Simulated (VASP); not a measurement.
Wanted: the native input for a VASP 6.6.1 run.

```
Task                   : single point
Functional             : PBE
Potentials or basis    : VASP PAW PBE potentials, release 64 (P)
Cutoff                 : 520 eV
k mesh                 : 6 × 6 × 2
Occupations            : gaussian, width 0.1 eV
Spin                   : no spin polarisation
Dipole correction      : no
Further INCAR settings : ALGO = Normal; EDIFF = 1e-07; NBANDS = 32
```

The structure of P lies in POSCAR:

```
P
1.0
    3.4782088739      0.0000000000      0.0000000000
   -1.7391044370      3.0122172445      0.0000000000
    0.0000000000      0.0000000000     14.0733043182
P
9
Direct
    0.5000000000      0.5000000000      0.0545731453
    0.5000000000      0.0000000000      0.7212398120
    0.0000000000      0.5000000000      0.3879064786
    0.5000000000      0.5000000000      0.6120935214
    0.5000000000      0.0000000000      0.2787601880
    0.0000000000      0.5000000000      0.9454268547
    0.0000000000      0.0000000000      0.5000000000
    0.0000000000      0.0000000000      0.1666666667
    0.0000000000      0.0000000000      0.8333333333
```

The cell was generated, and may not be a known phase.

These files were run (other wordings do the same):

INCAR

```
SYSTEM = P
PREC = Accurate
ENCUT = 520
EDIFF = 1E-7
ISMEAR = 0
SIGMA = 0.1
LREAL = .FALSE.
LASPH = .TRUE.
NELM = 100
ALGO = Normal
ISIF = 2
LWAVE = .FALSE.
LCHARG = .FALSE.
GGA = PE
NBANDS = 32
```

KPOINTS

```
Automatic mesh
0
G
  6 6 2
  0 0 0
```

Potentials or basis: VASP PAW PBE potentials, release 64 (P).

Command:

```console
$ cat potpaw_PBE.64/P/POTCAR > POTCAR
$ mpirun -np 1 vasp_std > vasp.out
```

It gave:

```
Pressure               : -0.2 GPa
Largest force          : 0.012 eV/Å
Band gap on the k mesh : zero (an odd number of electrons rules out a gap without spin polarisation)
```

Caveat: an odd number of electrons without spin polarisation forces a metal; a magnetic or distorted state may lie lower.

Wall time 100 s on 1 thread of Intel(R) Xeon(R) Platinum 8259CL CPU @ 2.50GHz (Skylake/Cascade Lake) (shared host), peak memory 0.27 GiB.
